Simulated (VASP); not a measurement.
Write the native input for VASP 6.6.1 that does the following.

| Quantity | Value |
| --- | --- |
| Task | electric field gradients |
| Functional | LDA |
| Potentials or basis | VASP PAW LDA potentials, release 64 (Sr_sv, Cd) |
| Cutoff | 520 eV |
| k mesh | 10 × 10 × 10 |
| Occupations | fermi-dirac, width 0.08 eV |
| Spin | no spin polarisation |
| Dipole correction | no |
| Further INCAR settings | ALGO = Normal; EDIFF = 1e-08; NBANDS = 18 |

The structure of SrCd lies in POSCAR:

```
SrCd
1.0
    4.0030000000     -0.0400300000     -0.0400300000
   -0.0400300000      4.0030000000     -0.0400300000
   -0.0400300000     -0.0400300000      4.0030000000
Sr Cd
1 1
Direct
    0.5000000000      0.5000000000      0.5000000000
    0.0000000000      0.0000000000      0.0000000000
```

This cell differs from its parent crystal: equal xy, yz and zx shear strains of -2 %.

The input as run:

INCAR

```
  ALGO = Normal
  EDIFF = 1E-8
  ENCUT = 520
  GGA = CA
  ISIF = 2
  ISMEAR = -1
  LASPH = T
  LCHARG = F
  LEFG = T
  LREAL = F
  LWAVE = F
  NBANDS = 18
  NELM = 60
  PREC = Accurate
  SIGMA = 0.08
```

KPOINTS

```
k-points
0
Gamma
  10 10 10
```

Potentials or basis: VASP PAW LDA potentials, release 64 (Sr_sv, Cd).

Run with:

```console
$ cat potpaw_LDA.64/Sr_sv/POTCAR potpaw_LDA.64/Cd/POTCAR > POTCAR
$ mpirun -np 1 vasp_std > vasp.out
```

Results of the run:

```
Pressure               : -1.9 GPa
Band gap on the k mesh : zero (band 11 reaches 3.40 eV, above the bottom of band 12 at 1.25 eV)
```

Caveat: the cell differs from its parent crystal (equal xy, yz and zx shear strains of -2 %); without QUAD_EFG the Cq values of the log hold for a quadrupole moment of 1 mb, not for the nuclei.

Wall time 76 s on 1 thread of Oxide Virtual Turin-like Processor (shared host), peak memory 0.22 GiB.
